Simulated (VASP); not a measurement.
Here is a VASP 6.6.1 calculation.

INCAR

```
PREC = Accurate
ENCUT = 520
EDIFF = 1E-7
ISMEAR = 0
SIGMA = 0.1
LREAL = False
LASPH = True
NELM = 60
ALGO = Normal
ISIF = 2
LWAVE = False
LCHARG = True
GGA = PE
LELF = True
LVHAR = True
NBANDS = 23
```

KPOINTS

```
regular mesh
0
Gamma
  6 6 4
```

The input POSCAR:

```
Li2SiS3
1.0
    4.6067584900      0.0000000000      0.0000000000
   -2.3033792400      3.9895698800      0.0000000000
    0.0000000000      0.0000000000      7.1361053400
Li Si S
2 1 3
Direct
    0.3333333300      0.6666666700      0.0000000000
    0.6666666700      0.3333333300      0.0000000000
    0.0000000000      0.0000000000      0.5000000000
    0.5000000000      0.0000000000      0.5000000000
    0.0000000000      0.5000000000      0.5000000000
    0.5000000000      0.5000000000      0.5000000000
```

Potentials or basis: VASP PAW PBE potentials, release 64 (Li_sv, Si, S).

Run with:

```bash
$ cat potpaw_PBE.64/Li_sv/POTCAR potpaw_PBE.64/Si/POTCAR potpaw_PBE.64/S/POTCAR > POTCAR
$ mpirun -np 1 vasp_std > vasp.out
```

(1) Predict the band gap on the k mesh.

Answers

(1) zero (band 14 reaches 5.46 eV, above the bottom of band 15 at 3.63 eV).
